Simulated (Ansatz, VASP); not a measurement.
**Ti2Co in VASP and in Ansatz**

```
Ti Co
1.0
     0.00000    3.56444    3.56444
     3.56444    0.00000    3.56444
     3.56444    3.56444    0.00000
Ti Co
4 2
Cartesian
  0.8911 0.8911 0.8911
  0.8911 2.6733 2.6733
  2.6733 2.6733 0.8911
  2.6733 0.8911 2.6733
  3.5644 3.5644 3.5644
  5.3467 5.3467 5.3467
```

Alike in both runs: functional r2SCAN; k mesh 10 × 10 × 10; occupations gaussian, width 0.1 eV; collinear spin.

Ansatz relaxed the structure, and its values are those at the end. VASP's run is a single point on that final structure, the one shown.

|  | VASP | Ansatz |
| --- | --- | --- |
| version | VASP 6.6.1 | Ansatz 0.2.0 |
| potentials or method | VASP PAW PBE potentials, release 64 (Ti_sv, Co), cutoff 520 eV | scalar-relativistic, plane waves, PAW |
| valence electrons in the cell | 66 | 82 |

```tsv
	VASP	Ansatz	Ansatz less VASP
gap on the k mesh at the Fermi level (eV)	none	none	-
pressure (GPa)	0.6	0.0	-0.54
net moment per atom (μB)	0.80	0.81	+0.007
size of the moment on the site where the two differ most (μB)	0.41	0.38	-0.039
```

VASP's potentials were made for PBE, not for r2SCAN. Site moments also hang on the region over which each program counts them. A gap of «none» marks a metal or a gap that the smearing closes. With one functional, cell and mesh, what is left measures potentials, basis and numerics. VASP's potentials hold 66 valence electrons a cell and Ansatz's 82, so a difference there can come from the potentials and not from the codes.
